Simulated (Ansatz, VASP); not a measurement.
# Two plane-wave programs on Ru3Pb2Se2

```
Ru Se Pb
1.0
     2.85636    4.94735    0.00000
    -2.85636    4.94735    0.00000
     0.00000   -3.29824    4.84341
Ru Se Pb
3 2 2
Cartesian
  0.0000 -1.6491 2.4217
  1.4282 0.8246 2.4217
  -1.4282 0.8246 2.4217
  0.0000 0.0000 4.0815
  0.0000 6.5965 0.7619
  0.0000 3.2982 2.4217
  0.0000 0.0000 0.0000
```

Alike in both runs: task single point; functional PBEsol; k mesh 4 × 4 × 4; occupations tetrahedron; no spin polarisation.

|  | VASP | Ansatz |
| --- | --- | --- |
| version | VASP 6.6.1 | Ansatz 0.2.0 |
| potentials or method | VASP PAW PBE potentials, release 64 (Ru_pv, Se, Pb_d), cutoff 520 eV | PAW plane waves |
| valence electrons in the cell | 82 | 108 |

```csv
,VASP,Ansatz,Ansatz less VASP
gap on the k mesh at the Fermi level (eV),none,none,-
pressure (GPa),2.3,2.2,-0.11
"traceless stress, the component that is largest in VASP (GPa)",0.38,0.55,+0.178
rms of the force components (eV/Å),0.733,0.714,-0.0195
```

VASP's potentials were made for PBE, not for PBEsol. Atom by atom the forces differ by 0.019 eV/Å (rms over components). A gap of «none» marks a metal or a gap that the smearing closes. With one functional, cell and mesh, what is left measures potentials, basis and numerics. VASP's potentials hold 82 valence electrons a cell and Ansatz's 108, so a difference there can come from the potentials and not from the codes. Ansatz's warnings: band table not solved further, structure snapped to symmetry, tetrahedron derivatives may miss energy slope.

Spin-orbit coupling is off throughout.
